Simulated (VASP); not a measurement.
Input of a VASP 6.6.1 run:

The input POSCAR:

```
GaN
1.0
    0.0000000000      2.1085153661      2.1085153661
    2.1085153661      0.0000000000      2.1085153661
    2.1085153661      2.1085153661      0.0000000000
Ga N
1 1
Direct
    0.5000000000      0.5000000000      0.5000000000
    0.0000000000      0.0000000000      0.0000000000
```

Contents of INCAR.step1:

```
SYSTEM = GaN
  PREC = Accurate
  ENCUT = 500
  EDIFF = 1E-8
  ISMEAR = 0
  SIGMA = 0.01
  LREAL = .False.
  LASPH = .True.
  NELM = 100
  ALGO = Normal
  LWAVE = .True.
  LCHARG = .False.
  GGA = PE
```

File INCAR.step2:

```
SYSTEM = GaN
  PREC = Accurate
  ENCUT = 500
  EDIFF = 1E-8
  ISMEAR = 0
  SIGMA = 0.01
  LREAL = .False.
  LASPH = .True.
  NELM = 1
  ALGO = Exact
  LWAVE = .True.
  LCHARG = .False.
  GGA = PE
  NBANDS = 79
  LOPTICS = .True.
  ISTART = 1
```

The input INCAR.step3:

```
SYSTEM = GaN
  PREC = Accurate
  ENCUT = 500
  EDIFF = 1E-8
  ISMEAR = 0
  SIGMA = 0.01
  LREAL = .False.
  LASPH = .True.
  ALGO = EVGW0
  LWAVE = .False.
  LCHARG = .False.
  GGA = PE
  NELMGW = 1
  NBANDS = 79
  ENCUTGW = 140.0
  NOMEGA = 96
  PRECFOCK = Fast
  ISTART = 1
  NBANDSGW = 17
  OMEGAMAX = 20
```

File KPOINTS:

```
regular mesh
0
Gamma
  6 6 6
  0 0 0
```

Potentials or basis: VASP PAW PBE potentials, release 64 (Ga_d_GW, N_GW).

Command:

```bash
$ cat potpaw_PBE.64/Ga_d_GW/POTCAR potpaw_PBE.64/N_GW/POTCAR > POTCAR
$ cp INCAR.step1 INCAR
$ mpirun -np 1 vasp_std > vasp.out
$ cp INCAR.step2 INCAR
$ mpirun -np 1 vasp_std > vasp.out
$ cp INCAR.step3 INCAR
$ mpirun -np 1 vasp_std > vasp.out
```

Q: Estimate the quasiparticle gap.

A: 1.51 eV.

Q: Predict the least direct quasiparticle gap.

A: 3.85 eV.

Q: Estimate the least direct gap of the starting levels on the mesh.

A: 2.83 eV.

Caveat: the k points lie up to 0.43 Å⁻¹ apart; bands, screening cutoff and mesh are small and nothing is extrapolated, so the quasiparticle values aren't converged.
